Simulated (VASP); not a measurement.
Input of a VASP 6.6.1 run:

INCAR

```
PREC = Accurate
ENCUT = 520
EDIFF = 1E-7
ISMEAR = 0
SIGMA = 0.1
LREAL = False
LASPH = True
NELM = 80
ALGO = Fast
ISIF = 2
LWAVE = False
LCHARG = True
GGA = PE
LELF = True
LVHAR = True
NBANDS = 28
```

KPOINTS

```
Automatic mesh
0
Gamma
  4 4 4
```

Contents of POSCAR:

```
Ca
1.0
    5.4585787777     -0.6854939906     -0.7938313226
    0.6732863858      5.5295401537     -0.1270686978
    0.8282958279      0.0232864860      5.4071368500
Ca
4
Direct
    0.3779899575      0.7039360596      0.8345614071
    0.3779990859      0.2038608787      0.3345843290
    0.8780062383      0.2038569755      0.8345678170
   -0.1219303658      0.7038306215      0.3345720376
```

Potentials or basis: VASP PAW PBE potentials, release 64 (Ca_sv).

Launch:

```sh
$ cat potpaw_PBE.64/Ca_sv/POTCAR > POTCAR
$ mpirun -np 1 vasp_std > vasp.out
```

(1) Estimate the pressure.

(2) Predict the band gap on the k mesh.

## Answers

(1) 0.0 GPa.

(2) zero (bands 20 and 21 overlap by 0.39 eV).
